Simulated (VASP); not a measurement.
Wanted: the native input for a VASP 6.6.1 run.

```
Task                   : single point
Functional             : PBE
Potentials or basis    : VASP PAW PBE potentials, release 64 (Rb_sv, Cd, Tl_d)
Cutoff                 : 520 eV
k mesh                 : 4 × 4 × 2
Occupations            : methfessel-paxton, width 0.15 eV
Spin                   : no spin polarisation
Dipole correction      : no
Further INCAR settings : ALGO = Normal; EDIFF = 1e-06; NBANDS = 58
```

The structure of RbTl3Cd4 lies in POSCAR:

```
RbTl3Cd4
1.0
    4.4892780000      0.0378310000      0.0792390000
   -2.2118770000      3.8707930000      0.1161230000
   -2.0156590000      1.7725470000     12.7744580000
Rb Cd Tl
1 4 3
Direct
    0.5220702019      0.4900055105      0.4870458511
    0.0849347765      0.9470382689      0.2577368784
    0.9476819383      0.0800099683      0.7627358932
    0.2420876487      0.6481429582      0.9194646780
    0.6929616842      0.3004646098      0.0939880625
    0.2518102114      0.7521063914      0.6870314936
    0.8061926689      0.2592523016      0.3042378741
    0.9986970660      0.9601660693      0.0018071122
```

These files were run (other wordings do the same):

INCAR

```
ALGO     = Normal         # electronic algorithm
EDIFF    = 1E-6           # SCF threshold, eV
ENCUT    = 520            # plane-wave cutoff, eV
GGA      = PE             # functional
ISIF     = 2              # what is computed and relaxed
ISMEAR   = 1              # smearing method
LASPH    = True           # aspherical terms in the spheres
LCHARG   = False          # write CHGCAR
LREAL    = False          # projectors in reciprocal space
LWAVE    = False          # write WAVECAR
NBANDS   = 58             # bands
NELM     = 100            # most SCF steps
PREC     = Accurate       # precision mode
SIGMA    = 0.15           # smearing width, eV
```

KPOINTS

```
k-points
0
Gamma
  4 4 2
```

Potentials or basis: VASP PAW PBE potentials, release 64 (Rb_sv, Cd, Tl_d).

Run with:

```console
$ cat potpaw_PBE.64/Rb_sv/POTCAR potpaw_PBE.64/Cd/POTCAR potpaw_PBE.64/Tl_d/POTCAR > POTCAR
$ mpirun -np 1 vasp_std > vasp.out
```

Results of the run:

* Pressure: 11.5 GPa
* Largest force: 2.663 eV/Å
* Band gap on the k mesh: zero (bands 48 and 49 overlap by 2.47 eV)

Caveat: the k points lie up to 0.41 Å⁻¹ apart, too coarse for converged energies and pressures of a metal; spin-orbit coupling is left out, which moves the levels of the heavy elements; forces of over 1 eV/Å act on the atoms, so gaps and moduli don't describe the material at rest.

Run time: 2.2 min on 1 thread of Intel(R) Xeon(R) 6975P-C (Granite Rapids), with other jobs on the host, peak memory 0.47 GiB.
